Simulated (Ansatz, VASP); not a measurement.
Cd: VASP beside Ansatz

```xyz
1
Lattice="0.0000 1.9242 1.9242 1.9242 0.0000 1.9242 1.9242 1.9242 0.0000" Properties=species:S:1:pos:R:3 pbc="T T T"
Cd    0.0000    0.0000    0.0000
```

Change from the starting cell: volume scaled by 0.68, LAPW.

Alike in both runs: task single point; functional PBEsol; k mesh 17 × 17 × 17; occupations fermi-dirac, width 0.08 eV; no spin polarisation.

```csv
,VASP,Ansatz
version,VASP 6.6.1,Ansatz 0.2.0
potentials or method,"VASP PAW PBE potentials, release 64 (Cd), cutoff 520 eV","all-electron LAPW, scalar-relativistic"
```

Ansatz gave:

| Property | Result |
| --- | --- |
| pressure (GPa) | 66.4 |

Q: Which values does VASP return?

A: Pressure (GPa): 69.0.

VASP's potentials were made for PBE, not for PBEsol. Both programs put the cell under a high pressure, so it lies far from rest at this level. Ansatz ran all-electron here, and VASP with PAW potentials.

Noted on VASP's run: the cell as given lies far from equilibrium.
